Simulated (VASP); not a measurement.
Set up this calculation in VASP 6.6.1, as the native input.

```yaml
Task: electric field gradients
Functional: LDA
Potentials_or_basis: VASP PAW LDA potentials, release 64 (Al, N)
Cutoff: 520 eV
k_mesh: 10 × 10 × 10
Occupations: fermi-dirac, width 0.02 eV
Spin: no spin polarisation
Dipole_correction: no
Further_INCAR_settings: ALGO = Normal; EDIFF = 1e-08; NBANDS = 11
```

The structure of AlN lies in POSCAR:

```
AlN
1.0
    0.0000000000      1.9780000000      1.9582200000
    1.9780000000      0.0000000000      1.9582200000
    1.9780000000      1.9780000000      0.0000000000
Al N
1 1
Direct
    0.0000000000      0.0000000000      0.0000000000
    0.5000000000      0.5000000000      0.5000000000
```

This cell differs from its parent crystal: zz strain of -1 %.

One way to write it, as run:

INCAR

```
  ALGO = Normal
  EDIFF = 1E-8
  ENCUT = 520
  GGA_COMPAT = F
  ISIF = 2
  ISMEAR = -1
  LASPH = T
  LCHARG = F
  LEFG = T
  LREAL = F
  LWAVE = F
  NBANDS = 11
  NELM = 120
  PREC = Accurate
  SIGMA = 0.02
```

KPOINTS

```
k-points
0
Gamma
  10 10 10
```

Potentials or basis: VASP PAW LDA potentials, release 64 (Al, N).

Launch:

```bash
$ cat potpaw_LDA.64/Al/POTCAR potpaw_LDA.64/N/POTCAR > POTCAR
$ mpirun -np 1 vasp_std > vasp.out
```

It gave:

```json
{
  "Pressure": "16.7 GPa",
  "Band gap on the k mesh": "4.96 eV (least direct gap 6.88 eV)",
  "Largest electric field gradient by atom": "Al -4.3; N -1.5 V/Å²"
}
```

Caveat: the cell differs from its parent crystal (zz strain of -1 %); the cell stands under pressure; without QUAD_EFG the Cq values of the log hold for a quadrupole moment of 1 mb, not for the nuclei.

Run time: 30 s on 1 thread of AMD EPYC 7R13, with other jobs on the host, peak memory 0.1 GiB.
